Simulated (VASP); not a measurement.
La, 2 atoms in the cell. Symmetry: P6_3/mmc, No. 194, hexagonal system. Conventional cell: a = 3.773 Å, b = 3.773 Å, c = 5.959 Å, α = 90.00°, β = 90.00°, γ = 120.00°. Within 4.8 Å of La (site symmetry -6m2) lie 12 La at 3.69 to 3.77 Å. 

```yaml
Program: VASP 6.6.1
Task: single point
Functional: r2SCAN
Potentials_or_basis: VASP PAW PBE potentials, release 64 (La)
Cutoff: 520 eV
k_mesh: 11 × 11 × 6
Occupations: fermi-dirac, width 0.1 eV
Spin: no spin polarisation
Dipole_correction: no
Further_INCAR_settings: ALGO = Normal; EDIFF = 1e-07; NBANDS = 18
```

Potentials or basis: VASP PAW PBE potentials, release 64 (La).

Command:

```sh
$ cat potpaw_PBE.64/La/POTCAR > POTCAR
$ cp INCAR.step1 INCAR
$ mpirun -np 1 vasp_std > vasp.out
$ cp INCAR.step2 INCAR
$ mpirun -np 1 vasp_std > vasp.out
```

Hardware: 1 thread of Intel(R) Xeon(R) Platinum 8488C (Sapphire Rapids), on a shared host.

**Question.** Estimate the wall time of this run.

**Answer.** Wall time 5.9 min on 1 thread of Intel(R) Xeon(R) Platinum 8488C (Sapphire Rapids), on a shared host, peak memory 0.25 GiB. Counts: k points 64.
